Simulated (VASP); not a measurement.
Here is a VASP 6.6.1 calculation.

The input POSCAR:

```
Ir
1.0
    0.0000000000      1.9221267190      1.9221267190
    1.9221267190      0.0000000000      1.9221267190
    1.9221267190      1.9221267190      0.0000000000
Ir
1
Direct
    0.0000000000      0.0000000000      0.0000000000
```

INCAR.step1

```
SYSTEM = Ir
PREC = Accurate
ENCUT = 520
ISMEAR = 0
SIGMA = 0.05
LREAL = .FALSE.
LASPH = .TRUE.
NELM = 80
NBANDS = 10
GGA = PE
ALGO = Normal
EDIFF = 1E-4
LWAVE = .TRUE.
LCHARG = .FALSE.
```

Contents of INCAR.step2:

```
SYSTEM = Ir
PREC = Accurate
ENCUT = 520
EDIFF = 1E-6
ISMEAR = 0
SIGMA = 0.05
LREAL = .FALSE.
LASPH = .TRUE.
NELM = 80
ALGO = Normal
ISIF = 2
LWAVE = .FALSE.
LCHARG = .FALSE.
METAGGA = R2SCAN
LMIXTAU = .TRUE.
NBANDS = 10
ISTART = 1
```

Contents of KPOINTS:

```
Automatic mesh
0
G
  21 21 21
  0 0 0
```

Potentials or basis: VASP PAW PBE potentials, release 64 (Ir).

The run is started by

```sh
$ cat potpaw_PBE.64/Ir/POTCAR > POTCAR
$ cp INCAR.step1 INCAR
$ mpirun -np 1 vasp_std > vasp.out
$ cp INCAR.step2 INCAR
$ mpirun -np 1 vasp_std > vasp.out
```

Problem. Estimate the pressure.

Solution. 2.5 GPa.

Problem. Predict the band gap on the k mesh.

Solution. Zero (an odd number of electrons rules out a gap without spin polarisation).

Caveat: the PAW data sets were made with another functional, which shifts forces and pressure a little; spin-orbit coupling is left out, which moves the levels of the heavy elements.
